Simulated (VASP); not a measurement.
A run of VASP 6.6.1 is set up as follows.

File INCAR:

```
SYSTEM = GaN
PREC = Accurate ; ENCUT = 520
EDIFF = 1E-6 ; ISMEAR = -1
SIGMA = 0.02 ; LREAL = .FALSE.
LASPH = .TRUE. ; NELM = 100
ALGO = Normal ; ISIF = 2
LWAVE = .FALSE. ; LCHARG = .FALSE.
GGA = PE ; IBRION = 2
NSW = 80 ; EDIFFG = -0.02
```

KPOINTS

```
Automatic mesh
0
G
  13 13 13
  0 0 0
```

File POSCAR:

```
GaN
1.0
    0.0000000000      1.9925000000      1.9526500000
    1.9925000000      0.0000000000      1.9526500000
    1.9925000000      1.9925000000      0.0000000000
Ga N
1 1
Direct
    0.5000000000      0.5000000000      0.5000000000
    0.0000000000      0.0000000000      0.0000000000
```

Potentials or basis: VASP PAW PBE potentials, release 64 (Ga_d, N).

Launch:

```bash
$ cat potpaw_PBE.64/Ga_d/POTCAR potpaw_PBE.64/N/POTCAR > POTCAR
$ mpirun -np 1 vasp_std > vasp.out
```

(1) Predict the band gap on the k mesh.

## Answers

(1) 1.87 eV, indirect (least direct gap 5.46 eV).

Caveat: the cell differs from its parent crystal (z stretched by -2 %); the relaxation stopped at its first step, so nothing moved.
